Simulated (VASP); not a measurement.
Input of a VASP 6.6.1 run:

The input INCAR:

```
  PREC = Accurate
  ENCUT = 700
  EDIFF = 1E-6
  ISMEAR = -1
  SIGMA = 0.1
  LREAL = False
  LASPH = True
  NELM = 120
  ALGO = Normal
  ISIF = 2
  LWAVE = False
  LCHARG = True
  GGA = CA
  LELF = True
  LVHAR = True
  NBANDS = 36
  GGA_COMPAT = False
```

The input KPOINTS:

```
regular mesh
0
Gamma
  5 5 8
```

File POSCAR:

```
TaN
1.0
    2.6032410000      4.5089440000      0.0000000000
   -2.6032410000      4.5089440000      0.0000000000
    0.0000000000      0.0000000000      2.9200480000
Ta N
3 3
Direct
    0.0000000000      0.0000000000      0.0000000000
    0.3333000000      0.3334000000      0.5000000000
    0.6666000000      0.6667000000      0.5000000000
    0.5000000000      0.5000000000      0.0000000000
    0.5000000000      0.0000000000      0.0000000000
    0.0000000000      0.5000000000      0.0000000000
```

Potentials or basis: VASP PAW LDA potentials, release 64 (Ta_sv_GW, N).

The run is started by

```sh
$ cat potpaw_LDA.64/Ta_sv_GW/POTCAR potpaw_LDA.64/N/POTCAR > POTCAR
$ mpirun -np 1 vasp_std > vasp.out
```

Problem. Estimate the largest force.

Solution. 0.007 eV/Å.

Problem. What does it give for the band gap on the k mesh?

Solution. Zero (bands 27 and 28 overlap by 2.11 eV).

Problem. Estimate the pressure.

Solution. -7.7 GPa.

Stress tensor (GPa, compression positive):
```
 -6.37   0.00   0.00
  0.00  -6.35   0.00
  0.00   0.00 -10.27
```

Caveat: the cell stands under tension; spin-orbit coupling is left out, which moves the levels of the heavy elements.
